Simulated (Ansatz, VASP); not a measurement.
# One calculation of Bi2Te3, two programs

```xyz
5
Lattice="2.2085 1.2751 9.9467 -2.2085 1.2751 9.9467 0.0000 -2.5502 9.9467" Properties=species:S:1:pos:R:3 pbc="T T T"
Bi    0.0000    0.0000   24.2301
Bi    0.0000    0.0000   11.9957
Te    0.0000    0.0000   18.2322
Te    0.0000    0.0000    5.9680
Te    0.0000    0.0000    0.0000
```

Alike in both runs: task single point; functional PBE; k mesh 12 × 12 × 12; occupations tetrahedron; no spin polarisation.

|  | VASP | Ansatz |
| --- | --- | --- |
| version | VASP 6.6.1 | Ansatz 0.2.0 |
| potentials or method | VASP PAW PBE potentials, release 64 (Bi_d, Te), cutoff 520 eV | scalar-relativistic, plane waves, PAW |
| valence electrons in the cell | 48 | 78 |

VASP gave:

```
gap on the k mesh at the Fermi level (eV)                     : none
pressure (GPa)                                                : 1.6
traceless stress, the component that is largest in VASP (GPa) : -0.42
rms of the force components (eV/Å)                            : 0.507
```

Question: Which values does Ansatz return?

Answer: gap on the k mesh at the Fermi level (eV): none; pressure (GPa): 1.6; traceless stress, the component that is largest in VASP (GPa): -0.41; rms of the force components (eV/Å): 0.503.

Atom by atom the forces differ by 0.004 eV/Å (rms over components). A gap of «none» marks a metal or a gap that the smearing closes. With one functional, cell and mesh, what is left measures potentials, basis and numerics. VASP's potentials hold 48 valence electrons a cell and Ansatz's 78, so a difference there can come from the potentials and not from the codes. Ansatz's warnings: band table not solved further, tetrahedron derivatives may miss energy slope.

Spin-orbit coupling is off throughout.
